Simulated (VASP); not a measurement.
# CaO in VASP: further runs, part 2 of 3

VASP 6.6.1. Earlier steps stand in the parts before.

## 4. Single point, r2SCAN (biaxial xy strain -5.8%)

The input, POSCAR:

```
CaO
1.0
    0.0000000000      2.2580126938      2.3975501103
    2.2580126938      0.0000000000      2.3975501103
    2.2580126938      2.2580126938      0.0000000000
Ca O
1 1
Direct
    0.0000000000      0.0000000000      0.0000000000
    0.5000000000      0.5000000000      0.5000000000
```

The input, INCAR.step1:

```
SYSTEM = CaO
PREC     = Accurate       ! precision mode
ENCUT    = 520            ! plane-wave cutoff, eV
ISMEAR   = 0              ! smearing method
SIGMA    = 0.01           ! smearing width, eV
LREAL    = .FALSE.        ! projectors in reciprocal space
LASPH    = .TRUE.         ! aspherical terms in the spheres
NELM     = 60             ! most SCF steps
NBANDS   = 15             ! bands
GGA      = PE             ! functional
ALGO     = Normal         ! electronic algorithm
EDIFF    = 1E-4           ! SCF threshold, eV
LWAVE    = .TRUE.         ! write WAVECAR
LCHARG   = .FALSE.        ! write CHGCAR
```

The input, INCAR.step2:

```
SYSTEM = CaO
PREC     = Accurate       ! precision mode
ENCUT    = 520            ! plane-wave cutoff, eV
EDIFF    = 1E-6           ! SCF threshold, eV
ISMEAR   = 0              ! smearing method
SIGMA    = 0.01           ! smearing width, eV
LREAL    = .FALSE.        ! projectors in reciprocal space
LASPH    = .TRUE.         ! aspherical terms in the spheres
NELM     = 60             ! most SCF steps
ALGO     = Normal         ! electronic algorithm
ISIF     = 2              ! what is computed and relaxed
LWAVE    = .FALSE.        ! write WAVECAR
LCHARG   = .TRUE.         ! write CHGCAR
METAGGA  = R2SCAN         ! meta-GGA
LMIXTAU  = .TRUE.       
LELF     = .TRUE.         ! ELF
LVHAR    = .TRUE.       
NBANDS   = 15             ! bands
ISTART   = 1
```

The input, KPOINTS:

```
Automatic mesh
0
G
  10 10 10
  0 0 0
```

Potentials or basis: VASP PAW PBE potentials, release 64 (Ca_sv, O).

Launch:

```sh
cat potpaw_PBE.64/Ca_sv/POTCAR potpaw_PBE.64/O/POTCAR > POTCAR
cp INCAR.step1 INCAR
mpirun -np 1 vasp_std > vasp.out
cp INCAR.step2 INCAR
mpirun -np 1 vasp_std > vasp.out
```

OUTCAR:

```text
SYSTEM = CaO
   PREC = Accurate
   ENCUT = 520
   EDIFF = 1E-6
   ISMEAR = 0
   LREAL = .FALSE.
   LASPH = .TRUE.
   NELM = 60
   ISIF = 2
   METAGGA = R2SCAN
   ISTART = 1

 ion  position               nearest neighbor table
   1  0.000  0.000  0.000-   2 2.26   2 2.26   2 2.26   2 2.26   2 2.40   2 2.40
   2  0.500  0.500  0.500-   1 2.26   1 2.26   1 2.26   1 2.26   1 2.40   1 2.40

  LATTYP: Found a body centered tetragonal cell.
 ALAT       =     3.1933121756
 C/A-ratio  =     1.5016070954

  Lattice vectors:

 A1 = (  -2.2580126938,   0.0000000000,   2.3975501103)
 A2 = (   2.2580126938,   0.0000000000,   2.3975501103)
 A3 = (   0.0000000000,   2.2580126938,  -2.3975501103)

Analysis of symmetry for initial positions (statically):
=====================================================================
 Subroutine PRICEL returns:
 Original cell was already a primitive cell.

 Routine SETGRP: Setting up the symmetry group for a
 body centered tetragonal supercell.

 Subroutine GETGRP returns: Found 16 space group operations
 (whereof 16 operations were pure point group operations)
 out of a pool of 16 trial point group operations.

The static configuration has the point symmetry D_4h.

Analysis of symmetry for dynamics (positions and initial velocities):
=====================================================================
 Subroutine PRICEL returns:
 Original cell was already a primitive cell.

 Routine SETGRP: Setting up the symmetry group for a
 body centered tetragonal supercell.

 Subroutine GETGRP returns: Found 16 space group operations
 (whereof 16 operations were pure point group operations)
 out of a pool of 16 trial point group operations.

The dynamic configuration has the point symmetry D_4h.

 Subroutine INISYM returns: Found 16 space group operations
 (whereof 16 operations are pure point group operations),
 and found     1 'primitive' translations

----------------------------------------------------------------------------------------

                                     Primitive cell

  volume of cell :      24.4484

  direct lattice vectors                    reciprocal lattice vectors
     0.000000000  2.258012694  2.397550110    -0.221433653  0.221433653  0.208546215
     2.258012694  0.000000000  2.397550110     0.221433653 -0.221433653  0.208546215
     2.258012694  2.258012694  0.000000000     0.221433653  0.221433653 -0.208546215

  length of vectors
     3.293458343  3.293458343  3.193312176     0.376240946  0.376240946  0.376240946

  position of ions in fractional coordinates (direct lattice)
     0.000000000  0.000000000  0.000000000
     0.500000000  0.500000000  0.500000000

  ion indices of the primitive-cell ions
   primitive index   ion index
                 1           1
                 2           2

----------------------------------------------------------------------------------------

 KPOINTS: Automatic mesh

Automatic generation of k-mesh.
 Grid dimensions read from file:
 generate k-points for:   10   10   10

 Generating k-lattice:

  Cartesian coordinates                     Fractional coordinates (reciprocal lattice)
    -0.022143365  0.022143365  0.020854621     0.100000000  0.000000000  0.000000000
     0.022143365 -0.022143365  0.020854621     0.000000000  0.100000000  0.000000000
     0.022143365  0.022143365 -0.020854621     0.000000000  0.000000000  0.100000000

  Length of vectors
     0.037624095  0.037624095  0.037624095

  Shift w.r.t. Gamma in fractional coordinates (k-lattice)
     0.000000000  0.000000000  0.000000000

 Subroutine IBZKPT returns following result:
 ===========================================

 Found    102 irreducible k-points:

 Following reciprocal coordinates:
            Coordinates               Weight
  0.000000  0.000000  0.000000      1.000000
  0.100000  0.000000  0.000000      8.000000
  0.200000  0.000000  0.000000      8.000000
  0.300000  0.000000  0.000000      8.000000
  0.400000 -0.000000  0.000000      8.000000
  0.500000 -0.000000  0.000000      4.000000
[... 16 lines left out ...]
  0.300000  0.300000  0.000000      2.000000
  0.400000  0.300000  0.000000      8.000000
 [... further k-points ...]
   k-points           NKPTS =    102   k-points in BZ     NKDIM =    102   number of bands    NBANDS=     15
   number of dos      NEDOS =    301   number of ions     NIONS =      2
   total plane-waves  NPLWV =  13824
   dimension x,y,z NGX =    24 NGY =   24 NGZ =   24
   dimension x,y,z NGXF=    48 NGYF=   48 NGZF=   48
   ions per type =               1   1
   NGX,Y,Z   is equivalent  to a cutoff of  12.11, 12.11, 12.49 a.u.
   NGXF,Y,Z  is equivalent  to a cutoff of  24.23, 24.23, 24.99 a.u.
 SYSTEM =  CaO
   PREC   = accura    normal or accurate (medium, high low for compatibility)
   ISTART =      1    job   : 0-new  1-cont  2-samecut
   ICHARG =      0    charge: 1-file 2-atom 10-const
   ISPIN  =      1    spin polarized calculation?
   LNONCOLLINEAR =      F non collinear calculations
   LSORBIT =      F    spin-orbit coupling
   LASPH  =      T    aspherical Exc in radial PAW
   ENCUT  =  520.0 eV  38.22 Ry    6.18 a.u.   6.12  6.12  5.94*2*pi/ulx,y,z
   NELM   =     60;   NELMIN=  2; NELMDL=  0     # of ELM steps
   EDIFF  = 0.1E-05   stopping-criterion for ELM
   LREAL  =      F    real-space projection
   EDIFFG = 0.1E-04   stopping-criterion for IOM
   NSW    =      0    number of steps for IOM
   IBRION =     -1    ionic relax: 0-MD 1-quasi-New 2-CG
   NFREE  =      0    steps in history (QN), initial steepest desc. (CG)
   ISIF   =      2    stress and relaxation
   ISYM   =      2    0-nonsym 1-usesym 2-fastsym
   POTIM  = 0.5000    time-step for ionic-motion
   TEBEG  =    0.0;   TEEND  =   0.0 temperature during run
   PSTRESS=    0.0 pullay stress
   NELECT =      16.0000    total number of electrons
   NUPDOWN=      -1.0000    fix difference up-down
   EMIN   =  10.00;   EMAX   =-10.00  energy-range for DOS
   EFERMI =   0.00;   METHOD = LEGACY
   ISMEAR =     0;   SIGMA  =   0.01  broadening in eV -4-tet -1-fermi 0-gaus
   EFERMI_NEDOS =   21; number of points for ismear=-14 and -15
   IALGO  =     38    algorithm
   IMIX   =      4    mixing-type and parameters
     AMIX     =   0.40;   BMIX     =  1.00
     AMIX_MAG =   1.60;   BMIX_MAG =  1.00
  volume/ion in A,a.u.               =      12.22        82.49
  Fermi-wavevector in a.u.,A,eV,Ry     =   1.421340  2.685943 27.486594  2.020208
  Thomas-Fermi vector in A             =   2.542160
   LORBIT       =      0    0 simple, 1 ext, 2 COOP (PROOUT), +10 PAW based schemes
   METAGGA = R2SCAN    functional components
   LHFCALC =     F    Hartree Fock is set to
   AEXX    =    0.0000 exact exchange contribution
   IVDW    =     0    specifies the selected vdW correction
   LEPSILON=     F    determine dielectric tensor
   LRPA    =     F    only Hartree local field effects (RPA)
 non-spin polarized calculation
 Gauss-broadening in eV      SIGMA  =   0.01
  energy-cutoff  :      520.00
  volume of cell :       24.45
 maximum number of plane-waves:       668
   NGX = 13   NGY = 13   NGZ = 11

 number of electron      16.0000005 magnetization

 Free energy of the ion-electron system (eV)
  ---------------------------------------------------
  ext. energy  EPLUGINS =         0.00000000
  ---------------------------------------------------
  free energy    TOTEN  =       -19.20605921 eV

  energy without entropy =      -19.20605921  energy(sigma->0) =      -19.20605921

 E-fermi :   2.9382     XC(G=0): -11.7575

 val. band max:        2.8639846892   @ k =   0.0000   0.0000   0.0000
 cond. band min:       6.8458959397   @ k =   0.5000   0.0000   0.5000
 fundamental gap:      3.9819112504
 Fermi energy:         2.9382217995

 k-point     1 :       0.0000    0.0000    0.0000
  band No.  band energies     occupation
      1     -35.7542      2.00000
      2     -15.5525      2.00000
      3     -15.5195      2.00000
      4     -15.5195      2.00000
      5     -13.9424      2.00000
      6       2.6425      2.00000
      7       2.8640      2.00000
      8       2.8640      2.00000
      9       9.1141      0.00000
     10       9.6358      0.00000
     11      10.1145      0.00000
     12      10.1146      0.00000
     13      11.7348      0.00000
     14      12.0804      0.00000
[... 401 lines left out ...]
      2     -16.5631      2.00000
      3     -15.8280      2.00000
      4     -15.7321      2.00000
      5     -13.2549      2.00000
      6       0.9479      2.00000
      7       2.3355      2.00000
      8       2.4451      2.00000
      9       7.7927      0.00000
     10      12.4615      0.00000
     11      13.0308      0.00000
     12      13.1195      0.00000
     13      13.2343      0.00000
     14      15.1095      0.00000
     15      20.9801      0.00000

 [... further k-points ...]
[... 5 lines left out ...]
  --------------------------------------------------------------------------------------
  -------------------------------------------------------------------------------------
  Total        4.1807424      4.1807424      1.3645129      0.0000000     -0.0000000      0.0000000
  in kB      273.9766457    273.9766457     89.4206416      0.0000000     -0.0000000      0.0000000
  external PRESSURE =     212.4579777 kB  Pullay stress =       0.0000000 kB

 VOLUME and BASIS-vectors are now :
 -----------------------------------------------------------------------------
  energy-cutoff  :      520.00
  volume of cell :       24.45
      direct lattice vectors                 reciprocal lattice vectors
     0.000000000  2.258012694  2.397550110    -0.221433653  0.221433653  0.208546215
     2.258012694  0.000000000  2.397550110     0.221433653 -0.221433653  0.208546215
     2.258012694  2.258012694  0.000000000     0.221433653  0.221433653 -0.208546215

 POSITION                                       TOTAL-FORCE (eV/Angst)
 -----------------------------------------------------------------------------------
      0.00000      0.00000      0.00000         0.000000     -0.000000     -0.000000
      2.25801      2.25801      2.39755        -0.000000      0.000000      0.000000
 -----------------------------------------------------------------------------------
    total drift:                                0.000000     -0.000000     -0.000000

  FREE ENERGIE OF THE ION-ELECTRON SYSTEM (eV)
  ---------------------------------------------------
  free  energy   TOTEN  =       -19.2060592105 eV

  energy  without entropy=      -19.2060592105  energy(sigma->0) =      -19.20605921
```

Wall time 38 s (1 thread of Intel Xeon 6975P-C (Granite Rapids), shared host); peak memory 0.17 GiB.

What came out:

| Quantity | Value |
| --- | --- |
| Free energy | -19.2061 eV |
| Pressure | 21.2 GPa |
| Band gap on the k mesh | 3.98 eV (least direct gap 4.32 eV) |

Caveat: the cell differs from its parent crystal (biaxial xy strain -5.8%); the stress differs along the axes, from 9 to 27 GPa; the PAW data sets were made with another functional, which shifts forces and pressure a little.

(Part 2 of 3 ends here.)
